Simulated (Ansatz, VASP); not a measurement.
## PtS2 in VASP and in Ansatz

```xyz
6
Lattice="-2.2942 3.7655 3.5322 2.2942 -3.7655 3.5322 2.2942 3.7655 -3.5322" Properties=species:S:1:pos:R:3 pbc="T T T"
Pt    0.0000    0.0000    5.2982
Pt    0.0000    0.0000    1.7661
S     0.8952    3.2222    3.5322
S     1.3990    0.5434    0.0000
S     0.8952    4.3089    0.0000
S     1.3990   -0.5434    3.5322
```

Alike in both runs: task single point; functional r2SCAN; dispersion rVV10; k mesh 8 × 8 × 8; occupations fermi-dirac, width 0.03 eV; no spin polarisation.

|  | VASP | Ansatz |
| --- | --- | --- |
| version | VASP 6.6.1 | Ansatz 0.2.0 |
| potentials or method | VASP PAW PBE potentials, release 64 (Pt, S) | plane waves, PAW |
| plane-wave cutoff (eV) | 520 | 500 |
| valence electrons in the cell | 44 | 60 |

Ansatz gave:

* pressure (GPa): 0.0
* traceless stress, the component that is largest in VASP (GPa): 0.00
* rms of the force components (eV/Å): 0.001

Q: Estimate VASP's values.

A: Pressure (GPa): 0.0; traceless stress, the component that is largest in VASP (GPa): 0.26; rms of the force components (eV/Å): 0.038.

VASP's potentials were made for PBE, not for r2SCAN. Atom by atom the forces differ by 0.037 eV/Å (rms over components). VASP's potentials hold 44 valence electrons a cell and Ansatz's 60, so a difference there can come from the potentials and not from the codes.

Spin-orbit coupling is off throughout.
